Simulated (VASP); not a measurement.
# Si (P6_3/mmc) in VASP: notebook

The runs below take Si through single point, with PBE0, HSE06.

All numbers are computed with VASP 6.6.1; they aren't measurements. Logs are shortened: lines on timing, memory, paths and dates and some standing lists are left out, and cuts for length are marked.

## 1. The cell of the first run

Symmetry: P6_3/mmc, No. 194, hexagonal system. Conventional cell: a = 3.832 Å, b = 3.832 Å, c = 6.341 Å, α = 90.00°, β = 90.00°, γ = 120.00°. Si (site symmetry 3m) has 4 Si at 2.35 to 2.37 Å within 3.1 Å.

This isn't the form of Si at room conditions, which is diamond.

## 2. Single point, PBE0

The input, POSCAR:

```
Si
1.0
    3.8321168178      0.0000000000      0.0000000000
   -1.9160584089      3.3187105145      0.0000000000
    0.0000000000      0.0000000000      6.3412384215
Si
4
Direct
    0.3333333333      0.6666666667      0.0630612420
    0.6666666667      0.3333333333      0.5630612420
    0.3333333333      0.6666666667      0.4369387580
    0.6666666667      0.3333333333      0.9369387580
```

The input, INCAR.step1:

```
SYSTEM = Si
  PREC = Accurate
  ENCUT = 520
  EDIFF = 1E-5
  ISMEAR = 0
  SIGMA = 0.01
  LREAL = .False.
  LASPH = .True.
  NELM = 60
  ALGO = Normal
  ISIF = 2
  LWAVE = .True.
  LCHARG = .False.
  NBANDS = 16
  GGA = PE
```

The input, INCAR.step2:

```
SYSTEM = Si
  PREC = Accurate
  ENCUT = 520
  EDIFF = 1E-6
  ISMEAR = 0
  SIGMA = 0.01
  LREAL = .False.
  LASPH = .True.
  NELM = 60
  ALGO = Normal
  ISIF = 2
  LWAVE = .False.
  LCHARG = .False.
  GGA = PE
  LHFCALC = .True.
  AEXX = 0.25
  PRECFOCK = Normal
  NBANDS = 16
  ISTART = 1
```

The input, KPOINTS:

```
regular mesh
0
Gamma
  6 6 4
  0 0 0
```

Potentials or basis: VASP PAW PBE potentials, release 64 (Si).

Command:

```bash
$ cat potpaw_PBE.64/Si/POTCAR > POTCAR
$ cp INCAR.step1 INCAR
$ mpirun -np 1 vasp_std > vasp.out
$ cp INCAR.step2 INCAR
$ mpirun -np 1 vasp_std > vasp.out
```

OUTCAR:

```text
SYSTEM = Si
   PREC = Accurate
   ENCUT = 520
   EDIFF = 1E-6
   ISMEAR = 0
   LREAL = .False.
   LASPH = .True.
   NELM = 60
   ISIF = 2
   GGA = PE
   LHFCALC = .True.
   AEXX = 0.25
   PRECFOCK = Normal
   ISTART = 1

 ion  position               nearest neighbor table
   1  0.333  0.667  0.063-   4 2.35   4 2.35   4 2.35   3 2.37
   2  0.667  0.333  0.563-   3 2.35   3 2.35   3 2.35   4 2.37
   3  0.333  0.667  0.437-   2 2.35   2 2.35   2 2.35   1 2.37
   4  0.667  0.333  0.937-   1 2.35   1 2.35   1 2.35   2 2.37

  LATTYP: Found a hexagonal cell.
 ALAT       =     3.8321168178
 C/A-ratio  =     1.6547612515

  Lattice vectors:

 A1 = (   3.8321168178,   0.0000000000,   0.0000000000)
 A2 = (  -1.9160584089,   3.3187105145,   0.0000000000)
 A3 = (   0.0000000000,   0.0000000000,   6.3412384215)

Analysis of symmetry for initial positions (statically):
=====================================================================
 Subroutine PRICEL returns:
 Original cell was already a primitive cell.

 Routine SETGRP: Setting up the symmetry group for a
 hexagonal supercell.

 Subroutine GETGRP returns: Found 24 space group operations
 (whereof 12 operations were pure point group operations)
 out of a pool of 24 trial point group operations.

The static configuration has the point symmetry D_3d.
 The point group associated with its full space group is D_6h.

Analysis of symmetry for dynamics (positions and initial velocities):
=====================================================================
 Subroutine PRICEL returns:
 Original cell was already a primitive cell.

 Routine SETGRP: Setting up the symmetry group for a
 hexagonal supercell.

 Subroutine GETGRP returns: Found 24 space group operations
 (whereof 12 operations were pure point group operations)
 out of a pool of 24 trial point group operations.

The dynamic configuration has the point symmetry D_3d.
 The point group associated with its full space group is D_6h.

 Subroutine INISYM returns: Found 24 space group operations
 (whereof 12 operations are pure point group operations),
 and found     1 'primitive' translations

----------------------------------------------------------------------------------------

                                     Primitive cell

  volume of cell :      80.6459

  direct lattice vectors                    reciprocal lattice vectors
     3.832116818  0.000000000  0.000000000     0.260952379  0.150660926  0.000000000
    -1.916058409  3.318710515  0.000000000     0.000000000  0.301321852  0.000000000
     0.000000000  0.000000000  6.341238421     0.000000000  0.000000000  0.157697903

  length of vectors
     3.832116818  3.832116818  6.341238421     0.301321852  0.301321852  0.157697903

  position of ions in fractional coordinates (direct lattice)
     0.333333333  0.666666667  0.063061242
     0.666666667  0.333333333  0.563061242
     0.333333333  0.666666667  0.436938758
     0.666666667  0.333333333  0.936938758

  ion indices of the primitive-cell ions
   primitive index   ion index
                 1           1
                 2           2
                 3           3
                 4           4

----------------------------------------------------------------------------------------

 KPOINTS: regular mesh

Automatic generation of k-mesh.
 Grid dimensions read from file:
 generate k-points for:    6    6    4

 Generating k-lattice:

  Cartesian coordinates                     Fractional coordinates (reciprocal lattice)
     0.043492063  0.025110154  0.000000000     0.166666667  0.000000000  0.000000000
     0.000000000  0.050220309  0.000000000     0.000000000  0.166666667  0.000000000
     0.000000000  0.000000000  0.039424476     0.000000000  0.000000000  0.250000000

  Length of vectors
     0.050220309  0.050220309  0.039424476

  Shift w.r.t. Gamma in fractional coordinates (k-lattice)
     0.000000000  0.000000000  0.000000000

 Subroutine IBZKPT returns following result:
 ===========================================

 Found     21 irreducible k-points:

 Following reciprocal coordinates:
            Coordinates               Weight
  0.000000  0.000000  0.000000      1.000000
  0.166667 -0.000000  0.000000      6.000000
  0.333333 -0.000000  0.000000      6.000000
  0.500000  0.000000  0.000000      3.000000
  0.166667  0.166667  0.000000      6.000000
  0.333333  0.166667  0.000000     12.000000
[... 13 lines left out ...]
  0.333333  0.166667  0.500000     12.000000
  0.333333  0.333333  0.500000      2.000000
   k-points           NKPTS =     21   k-points in BZ     NKDIM =    144   number of bands    NBANDS=     16
   number of dos      NEDOS =    301   number of ions     NIONS =      4
   total plane-waves  NPLWV =  43200
   dimension x,y,z NGX =    30 NGY =   30 NGZ =   48
   dimension x,y,z NGXF=    60 NGYF=   60 NGZF=   96
   ions per type =               4
   NGX,Y,Z   is equivalent  to a cutoff of  13.01, 13.01, 12.58 a.u.
   NGXF,Y,Z  is equivalent  to a cutoff of  26.03, 26.03, 25.17 a.u.
 SYSTEM =  Si
   PREC   = accura    normal or accurate (medium, high low for compatibility)
   ISTART =      1    job   : 0-new  1-cont  2-samecut
   ICHARG =      0    charge: 1-file 2-atom 10-const
   ISPIN  =      1    spin polarized calculation?
   LNONCOLLINEAR =      F non collinear calculations
   LSORBIT =      F    spin-orbit coupling
   LASPH  =      T    aspherical Exc in radial PAW
   ENCUT  =  520.0 eV  38.22 Ry    6.18 a.u.   7.13  7.13 11.79*2*pi/ulx,y,z
   NELM   =     60;   NELMIN=  2; NELMDL=  0     # of ELM steps
   EDIFF  = 0.1E-05   stopping-criterion for ELM
   LREAL  =      F    real-space projection
   EDIFFG = 0.1E-04   stopping-criterion for IOM
   NSW    =      0    number of steps for IOM
   IBRION =     -1    ionic relax: 0-MD 1-quasi-New 2-CG
   NFREE  =      0    steps in history (QN), initial steepest desc. (CG)
   ISIF   =      2    stress and relaxation
   ISYM   =      3    0-nonsym 1-usesym 2-fastsym
   POTIM  = 0.5000    time-step for ionic-motion
   TEBEG  =    0.0;   TEEND  =   0.0 temperature during run
   PSTRESS=    0.0 pullay stress
   NELECT =      16.0000    total number of electrons
   NUPDOWN=      -1.0000    fix difference up-down
   EMIN   =  10.00;   EMAX   =-10.00  energy-range for DOS
   EFERMI =   0.00;   METHOD = LEGACY
   ISMEAR =     0;   SIGMA  =   0.01  broadening in eV -4-tet -1-fermi 0-gaus
   EFERMI_NEDOS =   21; number of points for ismear=-14 and -15
   IALGO  =     38    algorithm
   IMIX   =      1    mixing-type and parameters
     AMIX     =   0.40;   BMIX     =  1.00
     AMIX_MAG =   1.60;   BMIX_MAG =  1.00
  volume/ion in A,a.u.               =      20.16       136.06
  Fermi-wavevector in a.u.,A,eV,Ry     =   0.954818  1.804345 12.404134  0.911678
  Thomas-Fermi vector in A             =   2.083600
   LORBIT       =      0    0 simple, 1 ext, 2 COOP (PROOUT), +10 PAW based schemes
   GGA     = PE    functional components
   LHFCALC =     T    Hartree Fock is set to
   PRECFOCK=normal    Normal, Fast or Accurate (Low or Medium for compatibility)
   ENCUT4O =  -1.0   cutoff for four orbital integrals eV
   NKREDX  =     1    reduce k-point grid by
   NKREDY  =     1    reduce k-point grid by
   NKREDZ  =     1    reduce k-point grid by
   AEXX    =    0.2500 exact exchange contribution
   HFSCREEN=    0.0000 screening length (either q_TF or 0.3 A-1)
   HFSCREENC=   0.0000 screening length for correlation (either q_TF or 0.3 A-1)
   ENCUTFOCK=  -1.0 apply spherical cutoff to Coloumb kernel
   IVDW    =     0    specifies the selected vdW correction
   LEPSILON=     F    determine dielectric tensor
   LRPA    =     F    only Hartree local field effects (RPA)
 non-spin polarized calculation
 Gauss-broadening in eV      SIGMA  =   0.01
  energy-cutoff  :      520.00
  volume of cell :       80.65
 maximum number of plane-waves:      2208
 NGX is ok and might be reduce to    30
  NGX = 24; NGY = 24; NGZ = 36

 number of electron      16.0000000 magnetization

 Free energy of the ion-electron system (eV)
  ---------------------------------------------------
  ext. energy  EPLUGINS =         0.00000000
  ---------------------------------------------------
  free energy    TOTEN  =       -27.08805693 eV

  energy without entropy =      -27.08805693  energy(sigma->0) =      -27.08805693

 E-fermi :   5.4111     XC(G=0):  -7.4296

 val. band max:        5.3430176572   @ k =   0.0000   0.0000   0.0000
 cond. band min:       7.0042885474   @ k =   0.5000   0.0000   0.0000
 fundamental gap:      1.6612708902
 Fermi energy:         5.4110794830

 k-point     1 :       0.0000    0.0000    0.0000
  band No.  band energies     occupation
      1      -8.2893      2.00000
      2      -5.7576      2.00000
      3      -2.7306      2.00000
      4       3.6672      2.00000
      5       3.6672      2.00000
      6       4.9768      2.00000
[... 8 lines left out ...]
     15      11.0898      0.00000
     16      12.8894      0.00000

 k-point     2 :       0.1667   -0.0000    0.0000
  band No.  band energies     occupation
      1      -7.9327      2.00000
      2      -5.3903      2.00000
      3      -2.5641      2.00000
      4       1.6316      2.00000
      5       3.0735      2.00000
      6       3.3337      2.00000
[... 8 lines left out ...]
     15      12.3169      0.00000
     16      12.7549      0.00000

 k-point     3 :       0.3333   -0.0000    0.0000
  band No.  band energies     occupation
      1      -6.9129      2.00000
      2      -4.3300      2.00000
      3      -2.8776      2.00000
      4      -0.0964      2.00000
      5       0.4504      2.00000
      6       2.2648      2.00000
[... 8 lines left out ...]
     15      14.0616      0.00000
     16      14.1910      0.00000
[... 305 lines left out ...]
 k-point    20 :       0.3333    0.1667    0.5000
  band No.  band energies     occupation
      1      -5.1989      2.00000
      2      -5.1989      2.00000
      3      -2.3177      2.00000
      4      -2.3177      2.00000
      5       1.3862      2.00000
      6       1.3862      2.00000
[... 8 lines left out ...]
     15      13.8756      0.00000
     16      13.8756      0.00000

 k-point    21 :       0.3333    0.3333    0.5000
  band No.  band energies     occupation
      1      -4.4533      2.00000
      2      -4.4533      2.00000
      3      -2.9548      2.00000
      4      -2.9548      2.00000
      5       0.3855      2.00000
      6       0.3855      2.00000
[... 8 lines left out ...]
     15      13.2606      0.00000
     16      13.2606      0.00000

------------------------ aborting loop because EDIFF is reached ----------------------------------------

  FORCE on cell =-STRESS in cart. coord.  units (eV):
  Direction    XX          YY          ZZ          XY          YZ          ZX
  --------------------------------------------------------------------------------------
  -------------------------------------------------------------------------------------
  Total       -0.2961970     -0.2961970     -0.4962647      0.0000000      0.0000000      0.0000000
  in kB       -5.8844923     -5.8844923     -9.8592017      0.0000000      0.0000000      0.0000000
  external PRESSURE =      -7.2093955 kB  Pullay stress =       0.0000000 kB

 VOLUME and BASIS-vectors are now :
 -----------------------------------------------------------------------------
  energy-cutoff  :      520.00
  volume of cell :       80.65
      direct lattice vectors                 reciprocal lattice vectors
     3.832116818  0.000000000  0.000000000     0.260952379  0.150660926  0.000000000
    -1.916058409  3.318710515  0.000000000     0.000000000  0.301321852  0.000000000
     0.000000000  0.000000000  6.341238421     0.000000000  0.000000000  0.157697903

 POSITION                                       TOTAL-FORCE (eV/Angst)
 -----------------------------------------------------------------------------------
     -0.00000      2.21247      0.39989         0.000000     -0.000000     -0.018036
      1.91606      1.10624      3.57051        -0.000000      0.000000     -0.018036
     -0.00000      2.21247      2.77073        -0.000000     -0.000000      0.018036
      1.91606      1.10624      5.94135        -0.000000      0.000000      0.018036
 -----------------------------------------------------------------------------------
    total drift:                                0.000000      0.000000     -0.000000

  FREE ENERGIE OF THE ION-ELECTRON SYSTEM (eV)
  ---------------------------------------------------
  free  energy   TOTEN  =       -27.0880569317 eV

  energy  without entropy=      -27.0880569317  energy(sigma->0) =      -27.08805693
```

Run time: 56 min. Hardware: 1 thread of Intel Xeon Platinum 8259CL at 2.50GHz (Skylake/Cascade Lake), shared host; peak memory 0.23 GiB.

What came out:

```yaml
Free_energy: -27.0881 eV
Pressure: -0.7 GPa
Largest_force: 0.018 eV/Å
Band_gap_on_the_k_mesh: 1.66 eV (least direct gap 2.38 eV)
```

Forces on the atoms (eV/Å):
```
Si   0.000  0.000 -0.018
Si   0.000  0.000 -0.018
Si   0.000  0.000  0.018
Si   0.000  0.000  0.018
```

Caveat: the PAW data sets were made with another functional, which shifts forces and pressure a little.

## 3. Single point, HSE06

POSCAR is that of step 2.

The input, INCAR.step1:

```
PREC = Accurate
ENCUT = 520
EDIFF = 1E-5
ISMEAR = 0
SIGMA = 0.01
LREAL = F
LASPH = T
NELM = 60
ALGO = Normal
ISIF = 2
LWAVE = T
LCHARG = F
NBANDS = 16
GGA = PE
```

The input, INCAR.step2:

```
PREC = Accurate
ENCUT = 520
EDIFF = 1E-6
ISMEAR = 0
SIGMA = 0.01
LREAL = F
LASPH = T
NELM = 60
ALGO = Normal
ISIF = 2
LWAVE = F
LCHARG = F
GGA = PE
LHFCALC = T
HFSCREEN = 0.2079
PRECFOCK = Normal
NBANDS = 16
ISTART = 1
```

The input, KPOINTS:

```
regular mesh
0
Gamma
  6 6 4
```

Potentials or basis: VASP PAW PBE potentials, release 64 (Si).

Command:

```bash
$ cat potpaw_PBE.64/Si/POTCAR > POTCAR
$ cp INCAR.step1 INCAR
$ mpirun -np 1 vasp_std > vasp.out
$ cp INCAR.step2 INCAR
$ mpirun -np 1 vasp_std > vasp.out
```

OUTCAR:

```text
PREC = Accurate
   ENCUT = 520
   EDIFF = 1E-6
   ISMEAR = 0
   LREAL = F
   LASPH = T
   NELM = 60
   ISIF = 2
   GGA = PE
   LHFCALC = T
   HFSCREEN = 0.2079
   PRECFOCK = Normal
   ISTART = 1

 ion  position               nearest neighbor table
   1  0.333  0.667  0.063-   4 2.35   4 2.35   4 2.35   3 2.37
[... 606 lines left out ...]

  FORCE on cell =-STRESS in cart. coord.  units (eV):
  Direction    XX          YY          ZZ          XY          YZ          ZX
  --------------------------------------------------------------------------------------
  -------------------------------------------------------------------------------------
  Total       -0.2046970     -0.2046970     -0.4061614      0.0000000      0.0000000      0.0000000
  in kB       -4.0666797     -4.0666797     -8.0691353      0.0000000      0.0000000      0.0000000
  external PRESSURE =      -5.4008316 kB  Pullay stress =       0.0000000 kB

 VOLUME and BASIS-vectors are now :
 -----------------------------------------------------------------------------
  energy-cutoff  :      520.00
  volume of cell :       80.65
      direct lattice vectors                 reciprocal lattice vectors
     3.832116818  0.000000000  0.000000000     0.260952379  0.150660926  0.000000000
    -1.916058409  3.318710515  0.000000000     0.000000000  0.301321852  0.000000000
     0.000000000  0.000000000  6.341238421     0.000000000  0.000000000  0.157697903

 POSITION                                       TOTAL-FORCE (eV/Angst)
 -----------------------------------------------------------------------------------
     -0.00000      2.21247      0.39989         0.000000      0.000000     -0.020407
      1.91606      1.10624      3.57051         0.000000     -0.000000     -0.020407
     -0.00000      2.21247      2.77073        -0.000000      0.000000      0.020407
      1.91606      1.10624      5.94135         0.000000      0.000000      0.020407
 -----------------------------------------------------------------------------------
    total drift:                                0.000000     -0.000000     -0.000000

  FREE ENERGIE OF THE ION-ELECTRON SYSTEM (eV)
  ---------------------------------------------------
  free  energy   TOTEN  =       -25.0340440885 eV

  energy  without entropy=      -25.0340440885  energy(sigma->0) =      -25.03404409
```

Run time: 86 min. Hardware: 1 thread of Oxide Virtual Turin-like, shared host; peak memory 0.29 GiB.

What came out:

| Quantity | Value |
| --- | --- |
| Free energy | -25.0340 eV |
| Pressure | -0.5 GPa |
| Largest force | 0.020 eV/Å |
| Band gap on the k mesh | 0.98 eV (least direct gap 1.71 eV) |

Forces in eV/Å, atoms in the order of the input:
```
Si   0.000  0.000 -0.020
Si   0.000  0.000 -0.020
Si   0.000  0.000  0.020
Si   0.000  0.000  0.020
```

Levels at points of the mesh, in eV from the valence-band top:
| k point | band 6 | band 7 | band 8 | band 9 | band 10 | band 11 |
| --- | --- | --- | --- | --- | --- | --- |
| (0.00, 0.00, 0.00) | -0.38 | 0.00 | 0.00 | 1.71 | 2.72 | 2.72 |
| (0.50, 0.00, 0.00) | -3.35 | -3.19 | -1.58 | 0.98 | 3.07 | 3.64 |
| (0.00, 0.00, 0.50) | -1.00 | -1.00 | -1.00 | 2.53 | 2.53 | 3.76 |
| (0.50, 0.00, 0.50) | -2.67 | -2.64 | -2.64 | 1.52 | 1.52 | 2.30 |

Caveat: the PAW data sets were made with another functional, which shifts forces and pressure a little. A k mesh can miss the band edges.
